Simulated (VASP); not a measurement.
# CuO (C2/c) in VASP: settings compared

Aim: see how the results for CuO move with the level of theory and the settings. Levels: PBEsol, PBE, LDA. Tasks: elastic constants, vibrations by perturbation theory.

Everything below comes from runs of VASP 6.6.1. Logs are shortened: lines on timing, memory, paths and dates and some standing lists are left out, and cuts for length are marked.

## (1) The cell of the first run

The structure is monoclinic, space group C2/c (No. 15). Conventional cell: a = 4.684 Å, b = 3.423 Å, c = 5.129 Å, α = 90.00°, β = 99.54°, γ = 90.00°. Within 2.6 Å of Cu (site symmetry -1) lie 4 O at 1.95 to 1.96 Å. O (site symmetry 2) has 6 Cu at 1.95 to 2.78 Å and 6 O at 2.62 to 2.90 Å within 3.0 Å.

## (2) Elastic constants, PBEsol

Input file INCAR:

```
SYSTEM = CuO
  PREC = Accurate
  ENCUT = 600
  EDIFF = 1E-8
  ISMEAR = -1
  SIGMA = 0.05
  LREAL = .False.
  LASPH = .True.
  NELM = 60
  ALGO = Normal
  ISIF = 3
  LWAVE = .False.
  LCHARG = .False.
  GGA = PS
  IBRION = 6
  NFREE = 2
  POTIM = 0.015
  NSW = 1
```

Input file KPOINTS:

```
regular mesh
0
Gamma
  7 7 4
  0 0 0
```

Input file POSCAR:

```
CuO
1.0
    2.3418500000     -1.7113000000      0.0000000000
    2.3418500000      1.7113000000      0.0000000000
   -0.8500274268      0.0000000000      5.0578693947
Cu O
2 2
Direct
    0.5000000000      0.0000000000      0.5000000000
    0.0000000000      0.5000000000      0.0000000000
    0.4184000000      0.5816000000      0.7500000000
    0.5816000000      0.4184000000      0.2500000000
```

Potentials or basis: VASP PAW PBE potentials, release 64 (Cu, O).

Command:

```console
$ cat potpaw_PBE.64/Cu/POTCAR potpaw_PBE.64/O/POTCAR > POTCAR
$ mpirun -np 1 vasp_std > vasp.out
```

OUTCAR:

```text
SYSTEM = CuO
   PREC = Accurate
   ENCUT = 600
   EDIFF = 1E-8
   ISMEAR = -1
   LREAL = .False.
   LASPH = .True.
   NELM = 60
   ISIF = 3
   GGA = PS
   IBRION = 6
   NFREE = 2
   POTIM = 0.015
   NSW = 1

 ion  position               nearest neighbor table
   1  0.500  0.000  0.500-   3 1.95   4 1.95   4 1.96   3 1.96
   2  0.000  0.500  0.000-   4 1.95   3 1.95   4 1.96   3 1.96
   3  0.418  0.582  0.750-   2 1.95   1 1.95   2 1.96   1 1.96
   4  0.582  0.418  0.250-   1 1.95   2 1.95   2 1.96   1 1.96

  LATTYP: Found a base centered monoclinic cell.
 ALAT       =     4.6837000000
 B/A-ratio  =     0.7307470589
 C/A-ratio  =     1.0950317057
 COS(beta)  =    -0.1657361228

  Lattice vectors:

 A1 = (   2.3418500000,  -1.7113000000,   0.0000000000)
 A2 = (   2.3418500000,   1.7113000000,   0.0000000000)
 A3 = (  -0.8500274268,   0.0000000000,   5.0578693947)

Analysis of symmetry for initial positions (statically):
=====================================================================
 Subroutine PRICEL returns:
 Original cell was already a primitive cell.

 Routine SETGRP: Setting up the symmetry group for a
 base centered monoclinic supercell.

 Subroutine GETGRP returns: Found  4 space group operations
 (whereof  2 operations were pure point group operations)
 out of a pool of  4 trial point group operations.

The static configuration has the point symmetry S_2 .
 The point group associated with its full space group is C_2h.

Analysis of symmetry for dynamics (positions and initial velocities):
=====================================================================
 Subroutine PRICEL returns:
 Original cell was already a primitive cell.

 Routine SETGRP: Setting up the symmetry group for a
 base centered monoclinic supercell.

 Subroutine GETGRP returns: Found  4 space group operations
 (whereof  2 operations were pure point group operations)
 out of a pool of  4 trial point group operations.

The dynamic configuration has the point symmetry S_2 .
 The point group associated with its full space group is C_2h.

 Subroutine INISYM returns: Found  4 space group operations
 (whereof  2 operations are pure point group operations),
 and found     1 'primitive' translations

----------------------------------------------------------------------------------------

                                     Primitive cell

  volume of cell :      40.5399

  direct lattice vectors                    reciprocal lattice vectors
     2.341850000 -1.711300000  0.000000000     0.213506416 -0.292175539  0.035881968
     2.341850000  1.711300000  0.000000000     0.213506416  0.292175539  0.035881968
    -0.850027427  0.000000000  5.057869395     0.000000000  0.000000000  0.197711709

  length of vectors
     2.900484289  2.900484289  5.128800000     0.363646877  0.363646877  0.197711709

  position of ions in fractional coordinates (direct lattice)
     0.500000000  0.000000000  0.500000000
     0.000000000  0.500000000  0.000000000
     0.418400000  0.581600000  0.750000000
     0.581600000  0.418400000  0.250000000

  ion indices of the primitive-cell ions
   primitive index   ion index
                 1           1
                 2           2
                 3           3
                 4           4

----------------------------------------------------------------------------------------

[... 118 lines left out ...]

------------------------ aborting loop because EDIFF is reached ----------------------------------------

  FORCE on cell =-STRESS in cart. coord.  units (eV):
  Direction    XX          YY          ZZ          XY          YZ          ZX
  --------------------------------------------------------------------------------------
  -------------------------------------------------------------------------------------
  Total       -0.6491749      0.0000898     -0.9708893      0.0000000      0.0000000     -0.1311039
  in kB      -25.6560310      0.0035496    -38.3705023      0.0000000      0.0000000     -5.1813543
  external PRESSURE =     -21.3409946 kB  Pullay stress =       0.0000000 kB
[... 95 lines left out ...]
  FREE ENERGIE OF THE ION-ELECTRON SYSTEM (eV)
  ---------------------------------------------------
  free  energy   TOTEN  =       -21.3588673430 eV

  energy  without entropy=      -21.3406951854  energy(sigma->0) =      -21.34978126

[... ionic steps 4 to 22 ...]

--------------------------------------- Ionic step       23  -------------------------------------------

 number of electron      33.9999985 magnetization

------------------------ aborting loop because EDIFF is reached ----------------------------------------
[... 71 lines left out ...]
--------------------------------------- Ionic step       25  -------------------------------------------

 number of electron      33.9999983 magnetization

 Free energy of the ion-electron system (eV)
  ---------------------------------------------------
  ext. energy  EPLUGINS =         0.00000000
  ---------------------------------------------------
  free energy    TOTEN  =       -21.35499741 eV

  energy without entropy =      -21.33680721  energy(sigma->0) =      -21.34590231

 E-fermi :   5.5544     XC(G=0): -12.1843

 val. band max:        5.5419259246   @ k =   0.4286  -0.0000  -0.0000
 cond. band min:       5.5613431661   @ k =  -0.1429   0.0000   0.2500
 fundamental gap:      0.0194172415
 Fermi energy:         5.5544297764

 k-point     1 :       0.0000    0.0000    0.0000
  band No.  band energies     occupation
      1     -14.3189      2.00000
      2     -12.9593      2.00000
      3      -2.6714      2.00000
      4      -0.0406      2.00000
      5       0.3672      2.00000
      6       2.2247      2.00000
[... 565 lines left out ...]
     20      11.2392      0.00000
     21      15.0388      0.00000

 [... further k-points ...]

------------------------ aborting loop because EDIFF is reached ----------------------------------------

  FORCE on cell =-STRESS in cart. coord.  units (eV):
  Direction    XX          YY          ZZ          XY          YZ          ZX
  --------------------------------------------------------------------------------------
  -------------------------------------------------------------------------------------
  Total       -0.6425210      0.0053002     -0.9629917      0.0435219      0.0664682     -0.1320530
  in kB      -25.3930619      0.2094686    -38.0583784      1.7200273      2.6268869     -5.2188649
  external PRESSURE =     -21.0806572 kB  Pullay stress =       0.0000000 kB
[... 19 lines left out ...]
  FREE ENERGIE OF THE ION-ELECTRON SYSTEM (eV)
  ---------------------------------------------------
  free  energy   TOTEN  =       -21.3549974127 eV

  energy  without entropy=      -21.3368072135  energy(sigma->0) =      -21.34590231

 INTERNAL STRAIN TENSORS FROM STRAINED CELLS
 ============================================

 INTERNAL STRAIN TENSOR FOR ION    1 for displacements in x,y,z  (eV/Angst):
          X           Y           Z          XY          YZ          ZX
  --------------------------------------------------------------------------------
  x     0.00000     0.00000    -0.00000    -0.00000    -0.00000    -0.00000
  y     0.00000     0.00000     0.00000    -0.00000    -0.00000     0.00000
  z     0.00000    -0.00000     0.00000     0.00000    -0.00000     0.00000

 INTERNAL STRAIN TENSORS FROM DISPLACED ATOMS
 ============================================

 INTERNAL STRAIN TENSOR FOR ION    1 for displacements in x,y,z  (eV/Angst):
          X           Y           Z          XY          YZ          ZX
  --------------------------------------------------------------------------------
  x     0.00000     0.00000     0.00000     0.00000     0.00000     0.00000
  y     0.00000     0.00000     0.00000     0.00000     0.00000     0.00000
  z     0.00000     0.00000     0.00000     0.00000     0.00000     0.00000

 INTERNAL STRAIN TENSOR FOR ION    4 for displacements in x,y,z  (eV/Angst):
          X           Y           Z          XY          YZ          ZX
  --------------------------------------------------------------------------------
  x     0.00000     0.00000     0.00000     1.04371     4.07193     0.00000
  y     0.41264     4.36738     4.64862     0.00000     0.00000     4.17623
  z     0.00000     0.00000     0.00000     2.89675     4.42855     0.00000

 Eigenvectors and eigenvalues of the dynamical matrix
 ----------------------------------------------------

   1 f  =   14.608896 THz    91.790403 2PiTHz  487.300332 cm-1    60.417514 meV
             X         Y         Z           dx          dy          dz
      0.745911 -0.855650  2.528935     0.170121    0.031983   -0.266909
      1.170925  0.855650  0.000000     0.170121   -0.031983   -0.266909
      1.704329  0.279284  3.793402    -0.338851   -0.000000    0.532893
      2.129343 -0.279284  1.264467    -0.338851   -0.000000    0.532893
[... 71 lines left out ...]
  12 f/i=    0.010617 THz     0.066709 2PiTHz    0.354149 cm-1     0.043909 meV
             X         Y         Z           dx          dy          dz
      0.745911 -0.855650  2.528935    -0.025585    0.000362   -0.631736
      1.170925  0.855650  0.000000    -0.025585   -0.000362   -0.631736
      1.704329  0.279284  3.793402    -0.012744   -0.000000   -0.316374
      2.129343 -0.279284  1.264467    -0.012744   -0.000000   -0.316374

--------------------------------------------------------------------------------------------------------

 ELASTIC MODULI CONTR FROM IONIC RELAXATION (kBar)
 Direction    XX          YY          ZZ          XY          YZ          ZX
 --------------------------------------------------------------------------------
 XX          -2.8631    -30.3033    -32.2548      0.0000      0.0000    -28.9771
 YY         -30.3033   -320.7326   -341.3866      0.0000      0.0000   -306.6953
 ZZ         -32.2548   -341.3866   -363.3706      0.0000      0.0000   -326.4454
 XY           0.0000      0.0000      0.0000    -73.3446   -156.8771      0.0000
 YZ           0.0000      0.0000      0.0000   -156.8771   -392.8743      0.0000
 ZX         -28.9771   -306.6953   -326.4454      0.0000      0.0000   -293.2724
 --------------------------------------------------------------------------------

 TOTAL ELASTIC MODULI (kBar)
 Direction    XX          YY          ZZ          XY          YZ          ZX
 --------------------------------------------------------------------------------
 XX        2505.9135   1387.9570   1611.7968      0.0000      0.0000   -353.8123
 YY        1387.9570    976.5688    998.1831      0.0000      0.0000   -311.0094
 ZZ        1611.7968    998.1831   2927.3991      0.0000      0.0000   -690.8639
 XY           0.0000      0.0000      0.0000    575.9700    -28.8068      0.0000
 YZ           0.0000      0.0000      0.0000    -28.8068    163.3607      0.0000
 ZX        -353.8123   -311.0094   -690.8639      0.0000      0.0000    426.5113
 --------------------------------------------------------------------------------
```

Wall time 55 min (1 thread of AMD EPYC 7R43 (Zen 3), shared host); peak memory 0.31 GiB.

What came out:

```yaml
Voigt_bulk_modulus: 160 GPa
Highest_phonon_frequency_at_Γ_LO-TO_splitting_left_out: 487 cm⁻¹
```

Phonon frequencies in cm⁻¹ (negative: imaginary):
```csv
q point,frequencies
"(0.000, 0.000, 0.000)",0 0 0 139 157 283 288 310 402 454 480 487
```

Elastic tensor in Voigt notation (GPa, in the Cartesian axes of the cell as first typed):
```
251 139 161   0 -35   0
139  98 100   0 -31   0
161 100 293   0 -69   0
  0   0   0  16   0  -3
-35 -31 -69   0  43   0
  0   0   0  -3   0  58
```

Clamped-ion elastic tensor (GPa):
```
251 142 164   0 -32   0
142 130 134   0   0   0
164 134 329   0 -36   0
  0   0   0  56   0  13
-32   0 -36   0  72   0
  0   0   0  13   0  65
```

Caveat: the cell is under stress, which shifts elastic constants; the PAW data sets were made with another functional, which shifts forces and pressure a little.

## (3) Vibrations by perturbation theory, PBEsol

Input file INCAR:

```
  PREC = Accurate
  ENCUT = 520
  EDIFF = 1E-8
  ISMEAR = -1
  SIGMA = 0.05
  LREAL = F
  LASPH = T
  NELM = 80
  ALGO = Normal
  ISIF = 2
  LWAVE = F
  LCHARG = T
  GGA = PS
  IBRION = 8
  NSW = 1
```

Input file KPOINTS:

```
regular mesh
0
Gamma
  8 8 5
```

POSCAR is that of step 2.

Potentials or basis: VASP PAW PBE potentials, release 64 (Cu, O).

Command:

```console
$ cat potpaw_PBE.64/Cu/POTCAR potpaw_PBE.64/O/POTCAR > POTCAR
$ mpirun -np 1 vasp_std > vasp.out
```

OUTCAR:

```text
PREC = Accurate
   ENCUT = 520
   EDIFF = 1E-8
   ISMEAR = -1
   LREAL = F
   LASPH = T
   NELM = 80
   ISIF = 2
   GGA = PS
   IBRION = 8
   NSW = 1

 ion  position               nearest neighbor table
   1  0.500  0.000  0.500-   3 1.95   4 1.95   4 1.96   3 1.96
   2  0.000  0.500  0.000-   4 1.95   3 1.95   4 1.96   3 1.96
   3  0.418  0.582  0.750-   2 1.95   1 1.95   2 1.96   1 1.96
   4  0.582  0.418  0.250-   1 1.95   2 1.95   2 1.96   1 1.96

  LATTYP: Found a base centered monoclinic cell.
 ALAT       =     4.6837000000
 B/A-ratio  =     0.7307470589
 C/A-ratio  =     1.0950317057
 COS(beta)  =    -0.1657361228

  Lattice vectors:

 A1 = (   2.3418500000,  -1.7113000000,   0.0000000000)
 A2 = (   2.3418500000,   1.7113000000,   0.0000000000)
 A3 = (  -0.8500274268,   0.0000000000,   5.0578693947)

Analysis of symmetry for initial positions (statically):
=====================================================================
 Subroutine PRICEL returns:
 Original cell was already a primitive cell.

 Routine SETGRP: Setting up the symmetry group for a
 base centered monoclinic supercell.

 Subroutine GETGRP returns: Found  4 space group operations
 (whereof  2 operations were pure point group operations)
 out of a pool of  4 trial point group operations.
[... 805 lines left out ...]
  free energy    TOTEN  =        -0.37738617 eV

  energy without entropy =       -0.37738617

------------------------ aborting loop because EDIFF is reached ----------------------------------------

 INTERNAL STRAIN TENSOR  FOR ION    3  DIRECTION 3   (eV/Angst):
 -----------------------------------------------------------------------------
     0.00285 -2.74910 -0.00153
    -2.58613 -0.00096 -4.43969
    -0.00156 -4.63771 -0.02289

 INTERNAL STRAIN TENSOR FOR ION    4 for displacements in x,y,z  (eV/Angst):
          X           Y           Z          XY          YZ          ZX
  --------------------------------------------------------------------------------
  x     0.00000     0.00000     0.00000     1.16026     3.71489     0.00000
  y     0.41128     4.41498     4.76053     0.00000     0.00000     4.69861
  z     0.00000     0.00000     0.00000     2.58613     4.63771     0.00000

 SECOND DERIVATIVES (NOT SYMMETRIZED)
 ------------------------------------
               1X          1Y          1Z          2X          2Y          2Z          3X          3Y          3Z          4X          4Y          4Z
  1X    -9.931476   -4.869110    1.038558    0.324314    0.183885   -0.120977    4.803581    2.342613   -0.458791    4.803581    2.342613   -0.458791
  1Y    -4.869498   -7.593874   -1.894895   -0.183517    0.734266   -0.202663    2.526507    3.429804    1.048779    2.526507    3.429804    1.048779
  1Z     1.038854   -1.895290  -14.946049   -0.121230    0.202053    4.371851   -0.458812    0.846619    5.287099   -0.458812    0.846619    5.287099
  2X     0.324314   -0.183885   -0.120977   -9.931476    4.869110    1.038558    4.803581   -2.342613   -0.458791    4.803581   -2.342613   -0.458791
  2Y     0.183517    0.734266    0.202663    4.869498   -7.593874    1.894895   -2.526507    3.429804   -1.048779   -2.526507    3.429804   -1.048779
  2Z    -0.121230   -0.202053    4.371851    1.038854    1.895290  -14.946049   -0.458812   -0.846619    5.287099   -0.458812   -0.846619    5.287099
  3X     4.786345    2.526396   -0.465036    4.786345   -2.526396   -0.465036   -7.642913    0.000000    1.035313   -1.929778    0.000000   -0.105241
  3Y     2.346492    3.409304    0.849488   -2.346492    3.409304   -0.849488    0.000000   -5.804336    0.000000    0.000000   -1.014271    0.000000
  3Z    -0.474340    1.050316    5.303714   -0.474340   -1.050316    5.303714    1.059028    0.000000  -11.999118   -0.110348    0.000000    1.391691
  4X     4.786345    2.526396   -0.465036    4.786345   -2.526396   -0.465036   -1.929778    0.000000   -0.105241   -7.642913    0.000000    1.035313
  4Y     2.346492    3.409304    0.849488   -2.346492    3.409304   -0.849488    0.000000   -1.014271    0.000000    0.000000   -5.804336    0.000000
  4Z    -0.474340    1.050316    5.303714   -0.474340   -1.050316    5.303714   -0.110348    0.000000    1.391691    1.059028    0.000000  -11.999118

 Eigenvectors and eigenvalues of the dynamical matrix
 ----------------------------------------------------

   1 f  =   14.616620 THz    91.838930 2PiTHz  487.557949 cm-1    60.449454 meV
             X         Y         Z           dx          dy          dz
      0.745911 -0.855650  2.528935     0.177232    0.036218   -0.262040
      1.170925  0.855650  0.000000     0.177232   -0.036218   -0.262040
      1.704329  0.279284  3.793402    -0.352953    0.000000    0.523485
      2.129343 -0.279284  1.264467    -0.352953    0.000000    0.523485
[... 71 lines left out ...]
  12 f/i=    0.018937 THz     0.118984 2PiTHz    0.631669 cm-1     0.078317 meV
             X         Y         Z           dx          dy          dz
      0.745911 -0.855650  2.528935     0.001743    0.631353    0.000497
      1.170925  0.855650  0.000000    -0.001743    0.631353   -0.000497
      1.704329  0.279284  3.793402    -0.000000    0.318417   -0.000000
      2.129343 -0.279284  1.264467    -0.000000    0.318417   -0.000000

--------------------------------------------------------------------------------------------------------

 ELASTIC MODULI CONTR FROM IONIC RELAXATION (kBar)
 Direction    XX          YY          ZZ          XY          YZ          ZX
 --------------------------------------------------------------------------------
 XX          -2.7912    -29.9629    -32.3080     -0.0000      0.0000    -31.8878
 YY         -29.9629   -321.6428   -346.8168     -0.0000      0.0000   -342.3062
 ZZ         -32.3080   -346.8168   -373.9611     -0.0000      0.0000   -369.0975
 XY          -0.0000     -0.0000     -0.0000    -66.4221   -150.9454     -0.0000
 YZ           0.0000      0.0000      0.0000   -150.9454   -365.3755      0.0000
 ZX         -31.8878   -342.3062   -369.0975     -0.0000      0.0000   -364.2971
 --------------------------------------------------------------------------------
```

stdout:

```text
POSCAR found type information on POSCAR CuO
 POSCAR found :  2 types and       4 ions
 scaLAPACK will be used
 -----------------------------------------------------------------------------
|                                                                             |
|                                                                             |
|     You enforced a specific xc type in the INCAR file but a different       |
[... 23 lines left out ...]
 first order change of Fermi-energy  -0.28948E-05
 force on displaced ion       3 direction 1 :  -7.643   0.002   1.035
 Linear response progress:
 first order change of Fermi-energy  -0.37304E+00
 force on displaced ion       3 direction 2 :  -0.000  -5.804   0.000
 Linear response progress:
 first order change of Fermi-energy   0.42355E-04
 force on displaced ion       3 direction 3 :   1.059  -0.000 -11.999
 Linear response finished
```

Wall time 12 min (1 thread of Intel Xeon Platinum 8488C (Sapphire Rapids), shared host); peak memory 0.44 GiB.

Results:

```yaml
Highest_phonon_frequency_at_Γ_LO-TO_splitting_left_out: 488 cm⁻¹
```

Phonon frequencies in cm⁻¹ (negative: imaginary):
| q point | frequencies |
| --- | --- |
| (0.000, 0.000, 0.000) | -1 -1 0 141 158 285 287 307 405 455 480 488 |

Caveat: the cell stands under pressure or tension, which shifts response properties; the PAW data sets were made with another functional, which shifts forces and pressure a little.

[end of part 1 of 2]
